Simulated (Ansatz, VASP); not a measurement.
## Two plane-wave programs on AgCl

```
Ag Cl
1.0
     4.38957    0.00000    0.00000
    -2.19479    3.80148    0.00000
     0.00000    0.00000    5.55769
Ag Cl
2 2
Direct
  0.33333 0.66667 0.93778
  0.66667 0.33333 0.43778
  0.33333 0.66667 0.43722
  0.66667 0.33333 0.93722
```

Change from the starting cell: hydrostatic strain -2.9%.

Alike in both runs: task single point; functional r2SCAN; k mesh 6 × 6 × 4; no spin polarisation.

|  | VASP | Ansatz |
| --- | --- | --- |
| version | VASP 6.6.1 | Ansatz 0.2.0 |
| potentials or method | VASP PAW PBE potentials, release 64 (Ag, Cl) | plane waves, PAW |
| plane-wave cutoff (eV) | 520 | 500 |
| occupations | gaussian, width 0.01 eV | fixed |
| valence electrons in the cell | 36 | 52 |

|  | VASP | Ansatz | Ansatz less VASP |
| --- | --- | --- | --- |
| gap on the k mesh at the Fermi level (eV) | 1.72 | 1.77 | +0.047 |
| pressure (GPa) | 4.2 | 4.3 | +0.07 |
| traceless stress, the component that is largest in VASP (GPa) | -0.29 | -0.34 | -0.058 |

VASP's potentials were made for PBE, not for r2SCAN. VASP's potentials hold 36 valence electrons a cell and Ansatz's 52, so a difference there can come from the potentials and not from the codes.
